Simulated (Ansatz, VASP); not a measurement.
# InSb: VASP beside Ansatz

The input INCAR:

```
SYSTEM = InSb
  ALGO = Normal
  EDIFF = 1E-7
  ENCUT = 520
  GGA = PE
  ISIF = 2
  ISMEAR = 0
  LASPH = .TRUE.
  LCHARG = .TRUE.
  LELF = .TRUE.
  LREAL = .FALSE.
  LVHAR = .TRUE.
  LWAVE = .FALSE.
  NBANDS = 16
  NELM = 100
  PREC = Accurate
  SIGMA = 0.15
```

Contents of KPOINTS:

```
k-points
0
G
  16 16 16
  0 0 0
```

The input POSCAR:

```
InSb
1.0
   -2.8595500000      2.8595500000      1.6177544584
    2.8595500000     -2.8595500000      1.6177544584
    2.8595500000      2.8595500000     -1.6177544584
In Sb
1 1
Direct
    0.2500000000      0.7500000000      0.5000000000
    0.0000000000      0.0000000000      0.0000000000
```

Input for Ansatz:

```yaml
crystal:
  lattice:
    - [-2.85955, 2.85955, 1.6177544584]
    - [2.85955, -2.85955, 1.6177544584]
    - [2.85955, 2.85955, -1.6177544584]
  atoms:
    - { symbol: In, position: [0.25, 0.75, 0.5] }
    - { symbol: Sb, position: [0.0, 0.0, 0.0] }
basis:
  ecutwfc: 420
kpoints:
  mp_grid: { grid: [16, 16, 16] }
hamiltonian:
  xc: pbe
  pseudopotentials: { kind: paw, azcp: { folder: soft_1 } }
scf:
  occupations: { method: gaussian, width: 0.15 }
output:
  forces: true
  stress: true
  eigenvalues: true
```

Alike in both runs: task single point; functional PBE; k mesh 16 × 16 × 16; occupations gaussian, width 0.15 eV; no spin polarisation.

|  | VASP | Ansatz |
| --- | --- | --- |
| version | VASP 6.6.1 | Ansatz 0.2.0 |
| potentials or method | VASP PAW PBE potentials, release 64 (In_d, Sb), cutoff 520 eV | scalar-relativistic, plane waves, PAW |
| valence electrons in the cell | 18 | 28 |

```csv
,VASP,Ansatz,Ansatz less VASP
gap on the k mesh at the Fermi level (eV),none,none,-
pressure (GPa),3.9,4.0,+0.05
"traceless stress, the component that is largest in VASP (GPa)",-1.68,-1.68,-0.001
```

A gap of «none» marks a metal or a gap that the smearing closes. VASP's potentials hold 18 valence electrons a cell and Ansatz's 28, so a difference there can come from the potentials and not from the codes.

Neither program's run includes spin-orbit coupling.
